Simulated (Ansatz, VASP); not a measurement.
BaTiO3: VASP beside Ansatz

```
Ba Ti O
1.0
     4.04588    0.00000    0.00000
     0.00000    4.04588    0.00000
     0.00000    0.00000    4.04588
Ba Ti O
1 1 3
Direct
  0.50000 0.50000 0.50000
  0.00000 0.00000 0.00000
  0.50000 0.00000 0.00000
  0.00000 0.50000 0.00000
  0.00000 0.00000 0.50000
```

Alike in both runs: task single point; functional PBE; k mesh 6 × 6 × 6; occupations gaussian, width 0.05 eV; no spin polarisation.

|  | VASP | Ansatz |
| --- | --- | --- |
| version | VASP 6.6.1 | Ansatz 0.2.0 |
| potentials or method | VASP PAW PBE potentials, release 64 (Ba_sv, Ti_sv, O_h), cutoff 1340 eV | scalar-relativistic, plane waves, PAW |
| valence electrons in the cell | 40 | 40 |

Ansatz gave:

* gap on the k mesh at the Fermi level (eV): 1.74
* least direct gap on the mesh (eV): 1.88
* pressure (GPa): -3.1

Estimate VASP's values.

gap on the k mesh at the Fermi level (eV): 1.68; least direct gap on the mesh (eV): 1.85; pressure (GPa): -1.6.

With one functional, cell and mesh, what is left measures potentials, basis and numerics.

Spin-orbit coupling is off throughout.
